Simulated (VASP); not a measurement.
# SrScS2 (Pmmn) in VASP: settings compared, part 3 of 3

VASP 6.6.1. The steps go on from the part before.

**5. Single point, PBE**

This run uses another cell than the first one, of 23.56 Å³/atom, 1.047 times its volume.

File INCAR:

```
PREC = Accurate
ENCUT = 520
EDIFF = 1E-6
ISMEAR = -1
SIGMA = 0.1
LREAL = F
LASPH = T
NELM = 80
ALGO = Normal
ISIF = 2
LWAVE = F
LCHARG = F
GGA = PE
NBANDS = 43
```

File KPOINTS:

```
Automatic mesh
0
Gamma
  4 4 2
```

File POSCAR:

```
SrScS2
1.0
    3.9672002853      0.0000000000      0.0000000000
    0.0000000000      4.9991360535      0.0000000000
    0.0000000000      0.0000000000      9.5015674688
Sr Sc S
2 2 4
Direct
    0.2500000000      0.7500000000      0.3414621923
    0.7500000000      0.2500000000      0.6585378077
    0.7500000000      0.2500000000      0.0779543234
    0.2500000000      0.7500000000      0.9220456766
    0.7500000000      0.7500000000      0.0934283957
    0.2500000000      0.2500000000      0.9065716043
    0.7500000000      0.2500000000      0.3504738605
    0.2500000000      0.7500000000      0.6495261395
```

Potentials or basis: VASP PAW PBE potentials, release 64 (Sr_sv, Sc_sv, S).

On the command line:

```
$ cat potpaw_PBE.64/Sr_sv/POTCAR potpaw_PBE.64/Sc_sv/POTCAR potpaw_PBE.64/S/POTCAR > POTCAR
$ mpirun -np 1 vasp_std > vasp.out
```

OUTCAR:

```text
PREC = Accurate
   ENCUT = 520
   EDIFF = 1E-6
   ISMEAR = -1
   LREAL = F
   LASPH = T
   NELM = 80
   ISIF = 2
   GGA = PE

 ion  position               nearest neighbor table
   1  0.250  0.750  0.341-   8 2.93   5 3.08   5 3.08   7 3.19   7 3.19   7 3.19   7 3.19   4 3.99
                             3 4.06   3 4.06   3 4.06   3 4.06   2 4.39   2 4.39   2 4.39   2 4.39
   2  0.750  0.250  0.659-   7 2.93   6 3.08   6 3.08   8 3.19   8 3.19   8 3.19   8 3.19   3 3.99
                             4 4.06   4 4.06   4 4.06   4 4.06   1 4.39   1 4.39   1 4.39   1 4.39
   3  0.750  0.250  0.078-   5 2.50   5 2.50   6 2.57   6 2.57   7 2.59   2 3.99   1 4.06   1 4.06
                             1 4.06   1 4.06
   4  0.250  0.750  0.922-   6 2.50   6 2.50   5 2.57   5 2.57   8 2.59   1 3.99   2 4.06   2 4.06
                             2 4.06   2 4.06
   5  0.750  0.750  0.093-   3 2.50   3 2.50   4 2.57   4 2.57   1 3.08   1 3.08
   6  0.250  0.250  0.907-   4 2.50   4 2.50   3 2.57   3 2.57   2 3.08   2 3.08
   7  0.750  0.250  0.350-   3 2.59   2 2.93   1 3.19   1 3.19   1 3.19   1 3.19
   8  0.250  0.750  0.650-   4 2.59   1 2.93   2 3.19   2 3.19   2 3.19   2 3.19

  LATTYP: Found a simple orthorhombic cell.
 ALAT       =     3.9672002853
 B/A-ratio  =     1.2601168819
 C/A-ratio  =     2.3950309502

  Lattice vectors:

 A1 = (   3.9672002853,   0.0000000000,   0.0000000000)
 A2 = (   0.0000000000,   4.9991360535,   0.0000000000)
 A3 = (   0.0000000000,   0.0000000000,   9.5015674688)

Analysis of symmetry for initial positions (statically):
=====================================================================
 Subroutine PRICEL returns:
 Original cell was already a primitive cell.

 Routine SETGRP: Setting up the symmetry group for a
 simple orthorhombic supercell.

 Subroutine GETGRP returns: Found  8 space group operations
 (whereof  2 operations were pure point group operations)
 out of a pool of  8 trial point group operations.

The static configuration has the point symmetry S_2 .
 The point group associated with its full space group is D_2h.

Analysis of symmetry for dynamics (positions and initial velocities):
=====================================================================
 Subroutine PRICEL returns:
 Original cell was already a primitive cell.

 Routine SETGRP: Setting up the symmetry group for a
 simple orthorhombic supercell.

 Subroutine GETGRP returns: Found  8 space group operations
 (whereof  2 operations were pure point group operations)
 out of a pool of  8 trial point group operations.

The dynamic configuration has the point symmetry S_2 .
 The point group associated with its full space group is D_2h.

 Subroutine INISYM returns: Found  8 space group operations
 (whereof  2 operations are pure point group operations),
 and found     1 'primitive' translations

----------------------------------------------------------------------------------------

                                     Primitive cell

  volume of cell :     188.4405

  direct lattice vectors                    reciprocal lattice vectors
     3.967200285  0.000000000  0.000000000     0.252066931  0.000000000  0.000000000
     0.000000000  4.999136054  0.000000000     0.000000000  0.200034564  0.000000000
     0.000000000  0.000000000  9.501567469     0.000000000  0.000000000  0.105245793

  length of vectors
[... 56 lines left out ...]
  0.500000  0.250000  0.000000      2.000000
[... 10 lines left out ...]
  0.250000  0.500000  0.500000      2.000000
  0.500000  0.500000  0.500000      1.000000
   k-points           NKPTS =     18   k-points in BZ     NKDIM =     18   number of bands    NBANDS=     43
   number of dos      NEDOS =    301   number of ions     NIONS =      8
   total plane-waves  NPLWV =  86400
   dimension x,y,z NGX =    30 NGY =   40 NGZ =   72
   dimension x,y,z NGXF=    60 NGYF=   80 NGZF=  144
   ions per type =               2   2   4
   NGX,Y,Z   is equivalent  to a cutoff of  12.57, 13.30, 12.60 a.u.
   NGXF,Y,Z  is equivalent  to a cutoff of  25.14, 26.60, 25.20 a.u.
 SYSTEM =  unknown system
   PREC   = accura    normal or accurate (medium, high low for compatibility)
   ISTART =      0    job   : 0-new  1-cont  2-samecut
   ICHARG =      2    charge: 1-file 2-atom 10-const
   ISPIN  =      1    spin polarized calculation?
   LNONCOLLINEAR =      F non collinear calculations
   LSORBIT =      F    spin-orbit coupling
   LASPH  =      T    aspherical Exc in radial PAW
   ENCUT  =  520.0 eV  38.22 Ry    6.18 a.u.   7.38  9.30 17.67*2*pi/ulx,y,z
   NELM   =     80;   NELMIN=  2; NELMDL= -5     # of ELM steps
   EDIFF  = 0.1E-05   stopping-criterion for ELM
   LREAL  =      F    real-space projection
   EDIFFG = 0.1E-04   stopping-criterion for IOM
   NSW    =      0    number of steps for IOM
   IBRION =     -1    ionic relax: 0-MD 1-quasi-New 2-CG
   NFREE  =      0    steps in history (QN), initial steepest desc. (CG)
   ISIF   =      2    stress and relaxation
   ISYM   =      2    0-nonsym 1-usesym 2-fastsym
   POTIM  = 0.5000    time-step for ionic-motion
   TEBEG  =    0.0;   TEEND  =   0.0 temperature during run
   PSTRESS=    0.0 pullay stress
   NELECT =      66.0000    total number of electrons
   NUPDOWN=      -1.0000    fix difference up-down
   EMIN   =  10.00;   EMAX   =-10.00  energy-range for DOS
   EFERMI =   0.00;   METHOD = LEGACY
   ISMEAR =    -1;   SIGMA  =   0.10  broadening in eV -4-tet -1-fermi 0-gaus
   EFERMI_NEDOS =   21; number of points for ismear=-14 and -15
   IALGO  =     38    algorithm
   IMIX   =      4    mixing-type and parameters
     AMIX     =   0.40;   BMIX     =  1.00
     AMIX_MAG =   1.60;   BMIX_MAG =  1.00
  volume/ion in A,a.u.               =      23.56       158.96
  Fermi-wavevector in a.u.,A,eV,Ry     =   1.153979  2.180705 18.118447  1.331668
  Thomas-Fermi vector in A             =   2.290619
   LORBIT       =      0    0 simple, 1 ext, 2 COOP (PROOUT), +10 PAW based schemes
   GGA     = PE    functional components
   LHFCALC =     F    Hartree Fock is set to
   AEXX    =    0.0000 exact exchange contribution
   IVDW    =     0    specifies the selected vdW correction
   LEPSILON=     F    determine dielectric tensor
   LRPA    =     F    only Hartree local field effects (RPA)
 non-spin polarized calculation
  energy-cutoff  :      520.00
  volume of cell :      188.44
 maximum number of plane-waves:      5100
 NGX is ok and might be reduce to    30
   NGX = 15   NGY = 19   NGZ = 35

 number of electron      66.0000003 magnetization

 Free energy of the ion-electron system (eV)
  ---------------------------------------------------
  ext. energy  EPLUGINS =         0.00000000
  ---------------------------------------------------
  free energy    TOTEN  =       -47.24744110 eV

  energy without entropy =      -47.09556827  energy(sigma->0) =      -47.17150469

 E-fermi :   5.0617     XC(G=0):  -9.4680

 val. band max:        5.0264745094   @ k =   0.2500   0.2500   0.0000
 cond. band min:       5.0767845786   @ k =   0.2500   0.0000   0.5000
 fundamental gap:      0.0503100692
 Fermi energy:         5.0617022463

 k-point     1 :       0.0000    0.0000    0.0000
  band No.  band energies     occupation
      1     -45.0263      2.00000
      2     -45.0076      2.00000
      3     -30.9919      2.00000
      4     -30.9843      2.00000
      5     -23.7584      2.00000
      6     -23.7237      2.00000
[... 817 lines left out ...]
     42       7.8875      0.00000
     43       8.0426      0.00000

------------------------ aborting loop because EDIFF is reached ----------------------------------------

  FORCE on cell =-STRESS in cart. coord.  units (eV):
  Direction    XX          YY          ZZ          XY          YZ          ZX
  --------------------------------------------------------------------------------------
  -------------------------------------------------------------------------------------
  Total        0.1477117      0.2398866      0.2226990     -0.0000000      0.0000000      0.0000000
  in kB        1.2558885      2.0395872      1.8934527     -0.0000000      0.0000000      0.0000000
  external PRESSURE =       1.7296428 kB  Pullay stress =       0.0000000 kB

 VOLUME and BASIS-vectors are now :
 -----------------------------------------------------------------------------
  energy-cutoff  :      520.00
  volume of cell :      188.44
      direct lattice vectors                 reciprocal lattice vectors
     3.967200285  0.000000000  0.000000000     0.252066931  0.000000000  0.000000000
     0.000000000  4.999136054  0.000000000     0.000000000  0.200034564  0.000000000
     0.000000000  0.000000000  9.501567469     0.000000000  0.000000000  0.105245793

 POSITION                                       TOTAL-FORCE (eV/Angst)
 -----------------------------------------------------------------------------------
      0.99180      3.74935      3.24443         0.000000      0.000000     -0.002480
      2.97540      1.24978      6.25714         0.000000      0.000000      0.002480
      2.97540      1.24978      0.74069         0.000000      0.000000      0.001780
      0.99180      3.74935      8.76088         0.000000     -0.000000     -0.001780
      2.97540      3.74935      0.88772         0.000000      0.000000      0.010435
      0.99180      1.24978      8.61385         0.000000     -0.000000     -0.010435
      2.97540      1.24978      3.33005         0.000000      0.000000      0.001087
      0.99180      3.74935      6.17152         0.000000      0.000000     -0.001087
 -----------------------------------------------------------------------------------
    total drift:                                0.000000      0.000000      0.000000

  FREE ENERGIE OF THE ION-ELECTRON SYSTEM (eV)
  ---------------------------------------------------
  free  energy   TOTEN  =       -47.2474410995 eV

  energy  without entropy=      -47.0955682723  energy(sigma->0) =      -47.17150469
```

Wall time 3.6 min (1 thread of Oxide Virtual Turin-like, shared host); peak memory 0.32 GiB.

What came out:

* Free energy: -47.2474 eV
* Pressure: 0.2 GPa
* Largest force: 0.010 eV/Å
* Band gap on the k mesh: zero (band 33 reaches 5.64 eV, above the bottom of band 34 at 4.46 eV)

Forces on the atoms (eV/Å):
```
Sr   0.000  0.000 -0.002
Sr   0.000  0.000  0.002
Sc   0.000  0.000  0.002
Sc   0.000  0.000 -0.002
S    0.000  0.000  0.010
S    0.000  0.000 -0.010
S    0.000  0.000  0.001
S    0.000  0.000 -0.001
```

Levels at points of the mesh, in eV from the Fermi level:
```csv
k point,band 31,band 32,band 33,band 34,band 35,band 36
"(0.00, 0.00, 0.00)",-2.28,-1.95,-0.37,-0.08,0.27,0.50
"(0.50, 0.00, 0.00)",-3.04,-3.04,-0.52,-0.52,0.83,0.83
"(0.00, 0.50, 0.00)",-2.50,-2.50,0.49,0.49,1.72,1.72
"(0.50, 0.50, 0.00)",-2.71,-2.71,0.06,0.06,1.70,1.70
"(0.00, 0.00, 0.50)",-2.21,-2.10,-0.23,-0.08,0.70,0.71
"(0.50, 0.00, 0.50)",-2.92,-2.92,-0.60,-0.60,0.78,0.78
"(0.00, 0.50, 0.50)",-2.52,-2.52,0.58,0.58,1.70,1.70
"(0.50, 0.50, 0.50)",-2.80,-2.80,0.23,0.23,1.69,1.69
```

Caveat: the k points lie up to 0.40 Å⁻¹ apart.
